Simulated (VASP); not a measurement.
Li2S, 3 atoms in the cell. It takes space group Fm-3m (No. 225, cubic). The conventional cell has a = 5.572 Å, b = 5.572 Å, c = 5.572 Å, α = 90.00°, β = 90.00°, γ = 90.00°. Li (site symmetry -43m) has 4 S at 2.41 Å and 6 Li at 2.79 Å within 3.2 Å. S (site symmetry m-3m) has 8 Li at 2.41 Å within 3.2 Å. 

* Program: VASP 6.6.1
* Task: elastic constants
* Functional: PBEsol
* Potentials or basis: VASP PAW PBE potentials, release 64 (Li_sv, S)
* Cutoff: 750 eV
* k mesh: 8 × 8 × 8
* Occupations: gaussian, width 0.01 eV
* Spin: no spin polarisation
* Dipole correction: no
* Ions in elastic constants: relaxed
* Further INCAR settings: ALGO = Normal; EDIFF = 1e-08; IBRION = 6; POTIM = 0.015; NSW = 1; ISIF = 3

Potentials or basis: VASP PAW PBE potentials, release 64 (Li_sv, S).

The run is started by

```sh
$ cat potpaw_PBE.64/Li_sv/POTCAR potpaw_PBE.64/S/POTCAR > POTCAR
$ mpirun -np 1 vasp_std > vasp.out
```

Hardware: 1 thread of Intel(R) Xeon(R) Platinum 8259CL CPU @ 2.50GHz (Skylake/Cascade Lake), on a shared host.

Problem. How long does it take, and how much memory?

Solution. Wall time 9.4 min on 1 thread of Intel(R) Xeon(R) Platinum 8259CL CPU @ 2.50GHz (Skylake/Cascade Lake), with other jobs on the host, peak memory 0.34 GiB. Counts: scf iterations 178, k points 29.
